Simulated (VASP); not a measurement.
GeBiO4:

```
CELL_PARAMETERS angstrom
3.67212 0.00000 0.00000
0.00000 3.67212 0.00000
0.00000 0.00000 5.31607
ATOMIC_POSITIONS crystal
Ge 0.50000 0.50000 0.50000
Bi 0.00000 0.00000 0.00000
O 0.50000 0.00000 0.73128
O 0.00000 0.50000 0.26872
O 0.50000 0.00000 0.26872
O 0.00000 0.50000 0.73128
```

The cell was generated, and may not be a known phase.

```yaml
Program: VASP 6.6.1
Task: relaxation of cell and atoms
Functional: PBE
Potentials_or_basis: VASP PAW PBE potentials, release 64 (Ge_d, Bi_d, O)
Cutoff: 600 eV
k_mesh: 6 × 6 × 4
Occupations: gaussian, width 0.1 eV
Spin: no spin polarisation
```

At the start: pressure -2.4 GPa; volume 11.95 Å³/atom.

Task: Where does the relaxation end?

Result: Over 4 steps the energy falls by 7.7 meV/atom and the volume is 11.72 Å³/atom (-1.9 %); space group P4/mmm (No. 123, to 0.1 Å) before and after.

Step by step:
| step | energy change (eV) | largest force (eV/Å) | pressure (GPa) | volume (Å³) |
| --- | --- | --- | --- | --- |
| 1 | 0.0000 | 0.5033 | -2.39 | 71.68 |
| 2 | -0.0388 | 0.1440 | 1.17 | 69.85 |
| 3 | -0.0389 | 0.1509 | 1.11 | 69.88 |
| 4 | -0.0460 | 0.0324 | -0.21 | 70.33 |

Final structure:
```xyz
6
Lattice="3.6437 0.0000 0.0000 0.0000 3.6437 0.0000 0.0000 0.0000 5.2974" Properties=species:S:1:pos:R:3 pbc="T T T"
Ge    1.8219    1.8219    2.6487
Bi    0.0000    3.6437    0.0000
O     1.8219    0.0000    3.8380
O     3.6437    1.8219    1.4595
O     1.8219    3.6437    1.4595
O     0.0000    1.8219    3.8380
```

Caveat: an odd number of electrons without spin polarisation forces a metal; a magnetic or distorted state may lie lower.
